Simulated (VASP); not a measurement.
Wanted: the native input for a VASP 6.6.1 run.

| Quantity | Value |
| --- | --- |
| Task | dielectric tensor |
| Functional | PBE |
| Potentials or basis | VASP PAW PBE potentials, release 64 (Be, S) |
| Cutoff | 520 eV |
| k mesh | 9 × 9 × 4 |
| Occupations | gaussian, width 0.01 eV |
| Spin | no spin polarisation |
| Dipole correction | no |
| Further INCAR settings | ALGO = Normal; EDIFF = 1e-08 |

The structure of BeS lies in POSCAR:

```
BeS
1.0
    3.3002360792      0.0000000000      0.0000000000
   -1.6501180396      2.8580882831      0.0000000000
    0.0000000000      0.0000000000      5.2552220520
Be S
2 2
Direct
    0.0000000000      0.0000000000      0.0000000000
    0.0000000000      0.0000000000      0.5000000000
    0.3333333333      0.6666666667      0.2500000000
    0.6666666667      0.3333333333      0.7500000000
```

One way to write it, as run:

INCAR

```
  PREC = Accurate
  ENCUT = 520
  EDIFF = 1E-8
  ISMEAR = 0
  SIGMA = 0.01
  LREAL = False
  LASPH = True
  NELM = 60
  ALGO = Normal
  ISIF = 2
  LWAVE = False
  LCHARG = False
  GGA = PE
  LEPSILON = True
```

KPOINTS

```
regular mesh
0
Gamma
  9 9 4
```

Potentials or basis: VASP PAW PBE potentials, release 64 (Be, S).

Run with:

```sh
$ cat potpaw_PBE.64/Be/POTCAR potpaw_PBE.64/S/POTCAR > POTCAR
$ mpirun -np 1 vasp_std > vasp.out
```

It gave:

```json
{
 "Band gap on the k mesh": "1.47 eV, indirect (least direct gap 3.46 eV)",
 "Electronic dielectric tensor (diagonal)": "8.90, 8.90, 9.46",
 "Born charges (mean of the diagonal)": "Be +2.75; S -2.75 e"
}
```

Run time: 4.1 min on 1 thread of Intel Xeon 6975P-C, on a shared host, peak memory 0.27 GiB.
